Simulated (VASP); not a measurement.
# NaCl in VASP: a series of runs

The runs below take NaCl through single point, with PBE.

Everything below comes from runs of VASP 6.6.1. Logs are shortened: lines on timing, memory, paths and dates and some standing lists are left out, and cuts for length are marked.

## Step 1: The cell of the first run

The typed cell holds 2 atoms: a = 3.974 Å, b = 3.974 Å, c = 3.974 Å, α = 60.00°, β = 60.00°, γ = 60.00°.

## Step 2: Single point, PBE

Input file INCAR:

```
PREC     = Accurate       # precision mode
ENCUT    = 500            # plane-wave cutoff, eV
EDIFF    = 1E-6           # SCF threshold, eV
ISMEAR   = 0              # smearing method
SIGMA    = 0.01           # smearing width, eV
LREAL    = F              # projectors in reciprocal space
LASPH    = T              # aspherical terms in the spheres
NELM     = 120            # most SCF steps
ALGO     = Normal         # electronic algorithm
ISIF     = 2              # what is computed and relaxed
LWAVE    = F              # write WAVECAR
LCHARG   = F              # write CHGCAR
GGA      = PE             # functional
NBANDS   = 14             # bands
GGA_COMPAT= F
```

Input file KPOINTS:

```
Automatic mesh
0
Gamma
  4 4 4
```

Input file POSCAR:

```
NaCl
1.0
    0.0000000000      2.8100000000      2.8100000000
    2.8100000000      0.0000000000      2.8100000000
    2.8100000000      2.8100000000      0.0000000000
Na Cl
1 1
Direct
   -0.0001348827     -0.0003882006      0.0001586017
    0.5000874731      0.5002517530      0.4998971448
```

Potentials or basis: VASP PAW PBE potentials, release 64 (Na_pv, Cl).

On the command line:

```bash
cat potpaw_PBE.64/Na_pv/POTCAR potpaw_PBE.64/Cl/POTCAR > POTCAR
mpirun -np 1 vasp_std > vasp.out
```

OUTCAR:

```text
PREC = Accurate
   ENCUT = 500
   EDIFF = 1E-6
   ISMEAR = 0
   LREAL = F
   LASPH = T
   NELM = 120
   ISIF = 2
   GGA = PE

 ion  position               nearest neighbor table
   1  1.000  1.000  0.000-
   2  0.500  0.500  0.500-

  LATTYP: Found a face centered cubic cell.
 ALAT       =     5.6200000000

  Lattice vectors:

 A1 = (   0.0000000000,   2.8100000000,   2.8100000000)
 A2 = (   2.8100000000,   0.0000000000,   2.8100000000)
 A3 = (   2.8100000000,   2.8100000000,   0.0000000000)

Analysis of symmetry for initial positions (statically):
=====================================================================
 Subroutine PRICEL returns:
 Original cell was already a primitive cell.

 Routine SETGRP: Setting up the symmetry group for a
 face centered cubic supercell.

 Subroutine GETGRP returns: Found  1 space group operations
 (whereof  1 operations were pure point group operations)
 out of a pool of 48 trial point group operations.

The static configuration has the point symmetry C_1 .

Analysis of symmetry for dynamics (positions and initial velocities):
=====================================================================
 Subroutine PRICEL returns:
 Original cell was already a primitive cell.

 Routine SETGRP: Setting up the symmetry group for a
 face centered cubic supercell.

 Subroutine GETGRP returns: Found  1 space group operations
 (whereof  1 operations were pure point group operations)
 out of a pool of 48 trial point group operations.

The dynamic configuration has the point symmetry C_1 .

 Subroutine INISYM returns: Found  1 space group operations
 (whereof  1 operations are pure point group operations),
 and found     1 'primitive' translations

----------------------------------------------------------------------------------------

                                     Primitive cell

  volume of cell :      44.3761

  direct lattice vectors                    reciprocal lattice vectors
     0.000000000  2.810000000  2.810000000    -0.177935943  0.177935943  0.177935943
     2.810000000  0.000000000  2.810000000     0.177935943 -0.177935943  0.177935943
     2.810000000  2.810000000  0.000000000     0.177935943  0.177935943 -0.177935943

  length of vectors
     3.973940110  3.973940110  3.973940110     0.308194094  0.308194094  0.308194094

  position of ions in fractional coordinates (direct lattice)
     0.999865117  0.999611799  0.000158602
     0.500087473  0.500251753  0.499897145

  ion indices of the primitive-cell ions
   primitive index   ion index
                 1           1
                 2           2

----------------------------------------------------------------------------------------

 KPOINTS: Automatic mesh

Automatic generation of k-mesh.
 Grid dimensions read from file:
 generate k-points for:    4    4    4

 Generating k-lattice:

  Cartesian coordinates                     Fractional coordinates (reciprocal lattice)
    -0.044483986  0.044483986  0.044483986     0.250000000  0.000000000  0.000000000
     0.044483986 -0.044483986  0.044483986     0.000000000  0.250000000  0.000000000
     0.044483986  0.044483986 -0.044483986     0.000000000  0.000000000  0.250000000

  Length of vectors
     0.077048523  0.077048523  0.077048523

  Shift w.r.t. Gamma in fractional coordinates (k-lattice)
     0.000000000  0.000000000  0.000000000

 Subroutine IBZKPT returns following result:
 ===========================================

 Found     36 irreducible k-points:

 Following reciprocal coordinates:
            Coordinates               Weight
  0.000000  0.000000  0.000000      1.000000
  0.250000  0.000000  0.000000      2.000000
  0.000000  0.250000  0.000000      2.000000
  0.000000  0.000000  0.250000      2.000000
  0.250000  0.250000  0.250000      2.000000
  0.500000  0.000000  0.000000      1.000000
[... 16 lines left out ...]
  0.250000  0.500000  0.500000      2.000000
  0.500000  0.000000  0.250000      2.000000
 [... further k-points ...]
   k-points           NKPTS =     36   k-points in BZ     NKDIM =     36   number of bands    NBANDS=     14
   number of dos      NEDOS =    301   number of ions     NIONS =      2
   total plane-waves  NPLWV =  27000
   dimension x,y,z NGX =    30 NGY =   30 NGZ =   30
   dimension x,y,z NGXF=    60 NGYF=   60 NGZF=   60
   ions per type =               1   1
   NGX,Y,Z   is equivalent  to a cutoff of  12.55, 12.55, 12.55 a.u.
   NGXF,Y,Z  is equivalent  to a cutoff of  25.10, 25.10, 25.10 a.u.
 SYSTEM =  unknown system
   PREC   = accura    normal or accurate (medium, high low for compatibility)
   ISTART =      0    job   : 0-new  1-cont  2-samecut
   ICHARG =      2    charge: 1-file 2-atom 10-const
   ISPIN  =      1    spin polarized calculation?
   LNONCOLLINEAR =      F non collinear calculations
   LSORBIT =      F    spin-orbit coupling
   LASPH  =      T    aspherical Exc in radial PAW
   ENCUT  =  500.0 eV  36.75 Ry    6.06 a.u.   7.25  7.25  7.25*2*pi/ulx,y,z
   NELM   =    120;   NELMIN=  2; NELMDL= -5     # of ELM steps
   EDIFF  = 0.1E-05   stopping-criterion for ELM
   LREAL  =      F    real-space projection
   EDIFFG = 0.1E-04   stopping-criterion for IOM
   NSW    =      0    number of steps for IOM
   IBRION =     -1    ionic relax: 0-MD 1-quasi-New 2-CG
   NFREE  =      0    steps in history (QN), initial steepest desc. (CG)
   ISIF   =      2    stress and relaxation
   ISYM   =      2    0-nonsym 1-usesym 2-fastsym
   POTIM  = 0.5000    time-step for ionic-motion
   TEBEG  =    0.0;   TEEND  =   0.0 temperature during run
   PSTRESS=    0.0 pullay stress
   NELECT =      14.0000    total number of electrons
   NUPDOWN=      -1.0000    fix difference up-down
   EMIN   =  10.00;   EMAX   =-10.00  energy-range for DOS
   EFERMI =   0.00;   METHOD = LEGACY
   ISMEAR =     0;   SIGMA  =   0.01  broadening in eV -4-tet -1-fermi 0-gaus
   EFERMI_NEDOS =   21; number of points for ismear=-14 and -15
   IALGO  =     38    algorithm
   IMIX   =      4    mixing-type and parameters
     AMIX     =   0.40;   BMIX     =  1.00
     AMIX_MAG =   1.60;   BMIX_MAG =  1.00
  volume/ion in A,a.u.               =      22.19       149.73
  Fermi-wavevector in a.u.,A,eV,Ry     =   1.114469  2.106040 16.898985  1.242040
  Thomas-Fermi vector in A             =   2.251064
   LORBIT       =      0    0 simple, 1 ext, 2 COOP (PROOUT), +10 PAW based schemes
   GGA     = PE    functional components
   LHFCALC =     F    Hartree Fock is set to
   AEXX    =    0.0000 exact exchange contribution
   IVDW    =     0    specifies the selected vdW correction
   LEPSILON=     F    determine dielectric tensor
   LRPA    =     F    only Hartree local field effects (RPA)
 non-spin polarized calculation
 Gauss-broadening in eV      SIGMA  =   0.01
  energy-cutoff  :      500.00
  volume of cell :       44.38
 maximum number of plane-waves:      1158
 NGX is ok and might be reduce to    30
   NGX = 15   NGY = 15   NGZ = 15

 number of electron      14.0000000 magnetization

 Free energy of the ion-electron system (eV)
  ---------------------------------------------------
  ext. energy  EPLUGINS =         0.00000000
  ---------------------------------------------------
  free energy    TOTEN  =        -6.76993287 eV

  energy without entropy =       -6.76993287  energy(sigma->0) =       -6.76993287

 E-fermi :  -0.6119     XC(G=0):  -8.2111

 val. band max:       -0.6671814739   @ k =   0.0000   0.0000   0.0000
 cond. band min:       4.4798652228   @ k =   0.0000   0.0000   0.0000
 fundamental gap:      5.1470466966
 Fermi energy:        -0.6118796340

 k-point     1 :       0.0000    0.0000    0.0000
  band No.  band energies     occupation
      1     -21.4689      2.00000
      2     -21.4689      2.00000
      3     -21.4689      2.00000
      4     -13.3501      2.00000
      5      -0.6672      2.00000
      6      -0.6672      2.00000
      7      -0.6672      2.00000
      8       4.4799      0.00000
      9      10.4627      0.00000
     10      10.4627      0.00000
     11      10.4627      0.00000
     12      12.6373      0.00000
     13      12.6373      0.00000
     14      14.2623      0.00000

 k-point     2 :       0.2500    0.0000    0.0000
  band No.  band energies     occupation
      1     -21.4844      2.00000
      2     -21.4700      2.00000
      3     -21.4700      2.00000
      4     -13.1814      2.00000
      5      -1.7813      2.00000
      6      -0.8061      2.00000
      7      -0.8061      2.00000
      8       5.9573      0.00000
      9       9.3723      0.00000
     10      10.7517      0.00000
     11      10.7517      0.00000
     12      12.5986      0.00000
     13      12.5986      0.00000
     14      15.0332      0.00000

 k-point     3 :       0.0000    0.2500    0.0000
  band No.  band energies     occupation
      1     -21.4844      2.00000
      2     -21.4700      2.00000
      3     -21.4700      2.00000
      4     -13.1814      2.00000
      5      -1.7813      2.00000
      6      -0.8061      2.00000
      7      -0.8061      2.00000
      8       5.9573      0.00000
      9       9.3723      0.00000
     10      10.7517      0.00000
     11      10.7517      0.00000
     12      12.5986      0.00000
     13      12.5986      0.00000
     14      15.0332      0.00000
[... 324 lines left out ...]
 k-point    23 :       0.2500    0.5000    0.5000
  band No.  band energies     occupation
      1     -21.4913      2.00000
      2     -21.4778      2.00000
      3     -21.4743      2.00000
      4     -12.9790      2.00000
      5      -2.2622      2.00000
      6      -1.4452      2.00000
      7      -1.1114      2.00000
      8       7.5312      0.00000
      9       8.6404      0.00000
     10       9.5275      0.00000
     11      11.5970      0.00000
     12      13.4375      0.00000
     13      15.6305      0.00000
     14      16.4630      0.00000

 k-point    24 :       0.5000    0.0000    0.2500
  band No.  band energies     occupation
      1     -21.4913      2.00000
      2     -21.4778      2.00000
      3     -21.4743      2.00000
      4     -12.9790      2.00000
      5      -2.2622      2.00000
      6      -1.4452      2.00000
      7      -1.1114      2.00000
      8       7.5312      0.00000
      9       8.6404      0.00000
     10       9.5275      0.00000
     11      11.5970      0.00000
     12      13.4375      0.00000
     13      15.6305      0.00000
     14      16.4631      0.00000

 [... further k-points ...]
[... 5 lines left out ...]
  --------------------------------------------------------------------------------------
  -------------------------------------------------------------------------------------
  Total        0.2802765      0.2802707      0.2803339     -0.0000103     -0.0000093     -0.0000155
  in kB       10.1192483     10.1190410     10.1213209     -0.0003722     -0.0003375     -0.0005597
  external PRESSURE =      10.1198701 kB  Pullay stress =       0.0000000 kB

 VOLUME and BASIS-vectors are now :
 -----------------------------------------------------------------------------
  energy-cutoff  :      500.00
  volume of cell :       44.38
      direct lattice vectors                 reciprocal lattice vectors
     0.000000000  2.810000000  2.810000000    -0.177935943  0.177935943  0.177935943
     2.810000000  0.000000000  2.810000000     0.177935943 -0.177935943  0.177935943
     2.810000000  2.810000000  0.000000000     0.177935943  0.177935943 -0.177935943

 POSITION                                       TOTAL-FORCE (eV/Angst)
 -----------------------------------------------------------------------------------
      2.80935      2.81007      5.61853         0.001554     -0.000154      0.003513
      2.81042      2.80996      2.81095        -0.001554      0.000154     -0.003513
 -----------------------------------------------------------------------------------
    total drift:                               -0.000004     -0.000013      0.000041

  FREE ENERGIE OF THE ION-ELECTRON SYSTEM (eV)
  ---------------------------------------------------
  free  energy   TOTEN  =        -6.7699328664 eV

  energy  without entropy=       -6.7699328664  energy(sigma->0) =       -6.76993287
```

It took 12 s on 1 thread of Intel Xeon Platinum 8488C (Sapphire Rapids), shared host; peak memory 0.16 GiB.

What came out:

```
Free energy            : -6.7699 eV
Pressure               : 1.0 GPa
Largest force          : 0.004 eV/Å
Band gap on the k mesh : 5.15 eV, direct
```

Forces in eV/Å, atoms in the order of the input:
```
Na   0.002  0.000  0.004
Cl  -0.002  0.000 -0.004
```

Levels at points of the mesh, in eV from the valence-band top:
| k point | band 4 | band 5 | band 6 | band 7 | band 8 | band 9 | band 10 | band 11 |
| --- | --- | --- | --- | --- | --- | --- | --- | --- |
| (0.00, 0.00, 0.00) | -12.68 | 0.00 | 0.00 | 0.00 | 5.15 | 11.13 | 11.13 | 11.13 |
| (0.50, 0.00, 0.00) | -12.34 | -1.96 | -0.27 | -0.27 | 7.29 | 10.71 | 11.00 | 11.00 |
| (0.00, 0.50, 0.00) | -12.34 | -1.96 | -0.27 | -0.27 | 7.29 | 10.71 | 11.00 | 11.00 |
| (0.00, 0.00, 0.50) | -12.34 | -1.96 | -0.27 | -0.27 | 7.29 | 10.71 | 11.00 | 11.00 |
| (0.50, 0.50, 0.50) | -12.34 | -1.96 | -0.27 | -0.27 | 7.29 | 10.71 | 11.00 | 11.00 |
| (0.50, 0.50, 0.00) | -12.29 | -1.69 | -0.61 | -0.61 | 7.57 | 8.07 | 11.40 | 14.87 |
| (0.00, 0.50, 0.50) | -12.29 | -1.69 | -0.61 | -0.61 | 7.57 | 8.07 | 11.40 | 14.87 |
| (0.50, 0.00, 0.50) | -12.29 | -1.69 | -0.61 | -0.61 | 7.57 | 8.07 | 11.40 | 14.87 |

Caveat: the k points lie up to 0.48 Å⁻¹ apart. PBE gaps usually lie below the measured ones, often by a third to a half.

(Part 1 of 2 ends here.)
